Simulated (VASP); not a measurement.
Set up this calculation in VASP 6.6.1, as the native input.

| Item | Value |
| --- | --- |
| Task | single point |
| Functional | r2SCAN |
| Potentials or basis | VASP PAW PBE potentials, release 64 (Li_sv, Mg) |
| Cutoff | 520 eV |
| k mesh | 8 × 8 × 2 |
| Occupations | fermi-dirac, width 0.05 eV |
| Spin | no spin polarisation |
| Dipole correction | no |
| Further INCAR settings | ALGO = Normal; EDIFF = 1e-06; NBANDS = 16 |

LiMg5:

```
CELL_PARAMETERS angstrom
3.17287 0.00000 0.00000
-1.58644 2.74779 0.00000
0.00000 0.00000 15.11873
ATOMIC_POSITIONS crystal
Li 0.66667 0.33333 0.00000
Mg 0.00000 0.00000 0.83634
Mg 0.66667 0.33333 0.66780
Mg 0.00000 0.00000 0.50000
Mg 0.66667 0.33333 0.33220
Mg 0.00000 0.00000 0.16366
```

These files were run (other wordings do the same):

POSCAR

```
LiMg5
1.0
    3.1728735300      0.0000000000      0.0000000000
   -1.5864367700      2.7477890800      0.0000000000
    0.0000000000      0.0000000000     15.1187271800
Li Mg
1 5
Direct
    0.6666666695      0.3333333285      0.0000000000
    0.0000000000      0.0000000000      0.8363369799
    0.6666666695      0.3333333285      0.6678038197
    0.0000000000      0.0000000000      0.5000000000
    0.6666666695      0.3333333285      0.3321961803
    0.0000000000      0.0000000000      0.1636630201
```

INCAR.step1

```
SYSTEM = LiMg5
  PREC = Accurate
  ENCUT = 520
  ISMEAR = -1
  SIGMA = 0.05
  LREAL = .False.
  LASPH = .True.
  NELM = 80
  NBANDS = 16
  GGA = PE
  ALGO = Normal
  EDIFF = 1E-4
  LWAVE = .True.
  LCHARG = .False.
```

INCAR.step2

```
SYSTEM = LiMg5
  PREC = Accurate
  ENCUT = 520
  EDIFF = 1E-6
  ISMEAR = -1
  SIGMA = 0.05
  LREAL = .False.
  LASPH = .True.
  NELM = 80
  ALGO = Normal
  ISIF = 2
  LWAVE = .False.
  LCHARG = .False.
  METAGGA = R2SCAN
  LMIXTAU = .True.
  NBANDS = 16
  ISTART = 1
```

KPOINTS

```
regular mesh
0
Gamma
  8 8 2
  0 0 0
```

Potentials or basis: VASP PAW PBE potentials, release 64 (Li_sv, Mg).

Command:

```bash
$ cat potpaw_PBE.64/Li_sv/POTCAR potpaw_PBE.64/Mg/POTCAR > POTCAR
$ cp INCAR.step1 INCAR
$ mpirun -np 1 vasp_std > vasp.out
$ cp INCAR.step2 INCAR
$ mpirun -np 1 vasp_std > vasp.out
```

It gave:

| Property | Result |
| --- | --- |
| Largest force | 0.018 eV/Å |

Caveat: the PAW data sets were made with another functional, which shifts forces and pressure a little.

Wall time 83 s on 1 thread of Intel(R) Xeon(R) 6975P-C (Granite Rapids), on a shared host, peak memory 0.27 GiB.
